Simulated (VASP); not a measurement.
Set up this calculation in VASP 6.6.1, as the native input.

* Task: G0W0 quasiparticle levels
* Functional: PBE
* Potentials or basis: VASP PAW PBE potentials, release 64 (Li_GW, F_GW)
* Cutoff: 500 eV
* k mesh: 8 × 8 × 8
* Occupations: gaussian, width 0.01 eV
* Spin: no spin polarisation
* Dipole correction: no
* GW scheme: G0W0
* GW iterations: 1
* Cutoff of the response function: 180
* Frequency points: 48
* Empty bands: 87
* Further INCAR settings: ALGO = EVGW0; EDIFF = 1e-08; NBANDS = 91

LiF:

```xyz
2
Lattice="0.0000 1.9949 1.9949 1.9949 0.0000 1.9949 1.9949 1.9949 0.0000" Properties=species:S:1:pos:R:3 pbc="T T T"
Li    0.0000    0.0000    0.0000
F     1.9949    1.9949    1.9949
```

One way to write it, as run:

POSCAR

```
LiF
1.0
    0.0000000000      1.9948717375      1.9948717375
    1.9948717375      0.0000000000      1.9948717375
    1.9948717375      1.9948717375      0.0000000000
Li F
1 1
Direct
    0.0000000000      0.0000000000      0.0000000000
    0.5000000000      0.5000000000      0.5000000000
```

INCAR.step1

```
PREC     = Accurate       # precision mode
ENCUT    = 500            # plane-wave cutoff, eV
EDIFF    = 1E-8           # SCF threshold, eV
ISMEAR   = 0              # smearing method
SIGMA    = 0.01           # smearing width, eV
LREAL    = F              # projectors in reciprocal space
LASPH    = T              # aspherical terms in the spheres
NELM     = 60             # most SCF steps
ALGO     = Normal         # electronic algorithm
LWAVE    = T              # write WAVECAR
LCHARG   = F              # write CHGCAR
GGA      = PE             # functional
```

INCAR.step2

```
PREC     = Accurate       # precision mode
ENCUT    = 500            # plane-wave cutoff, eV
EDIFF    = 1E-8           # SCF threshold, eV
ISMEAR   = 0              # smearing method
SIGMA    = 0.01           # smearing width, eV
LREAL    = F              # projectors in reciprocal space
LASPH    = T              # aspherical terms in the spheres
NELM     = 1              # most SCF steps
ALGO     = Exact          # electronic algorithm
LWAVE    = T              # write WAVECAR
LCHARG   = F              # write CHGCAR
GGA      = PE             # functional
NBANDS   = 91             # bands
LOPTICS  = T              # frequency-dependent dielectric function
ISTART   = 1
```

INCAR.step3

```
PREC     = Accurate       # precision mode
ENCUT    = 500            # plane-wave cutoff, eV
EDIFF    = 1E-8           # SCF threshold, eV
ISMEAR   = 0              # smearing method
SIGMA    = 0.01           # smearing width, eV
LREAL    = F              # projectors in reciprocal space
LASPH    = T              # aspherical terms in the spheres
ALGO     = EVGW0          # electronic algorithm
LWAVE    = F              # write WAVECAR
LCHARG   = F              # write CHGCAR
GGA      = PE             # functional
NELMGW   = 1            
NBANDS   = 91             # bands
ENCUTGW  = 180.0          # cutoff of the response function
NOMEGA   = 48             # frequency points
PRECFOCK = Fast         
ISTART   = 1            
NBANDSGW = 12
```

KPOINTS

```
Automatic mesh
0
Gamma
  8 8 8
```

Potentials or basis: VASP PAW PBE potentials, release 64 (Li_GW, F_GW).

The run is started by

```bash
$ cat potpaw_PBE.64/Li_GW/POTCAR potpaw_PBE.64/F_GW/POTCAR > POTCAR
$ cp INCAR.step1 INCAR
$ mpirun -np 1 vasp_std > vasp.out
$ cp INCAR.step2 INCAR
$ mpirun -np 1 vasp_std > vasp.out
$ cp INCAR.step3 INCAR
$ mpirun -np 1 vasp_std > vasp.out
```

Results of the run:

The band gap on the k mesh, mean-field level is 9.31 eV, direct, the quasiparticle gap is 13.71 eV and the least direct quasiparticle gap is 13.71 eV.

Caveat: bands, screening cutoff and mesh are small and nothing is extrapolated, so the quasiparticle values aren't converged.

Wall time 6.8 min on 1 thread of Intel(R) Xeon(R) 6975P-C (Granite Rapids), with other jobs on the host, peak memory 0.73 GiB.
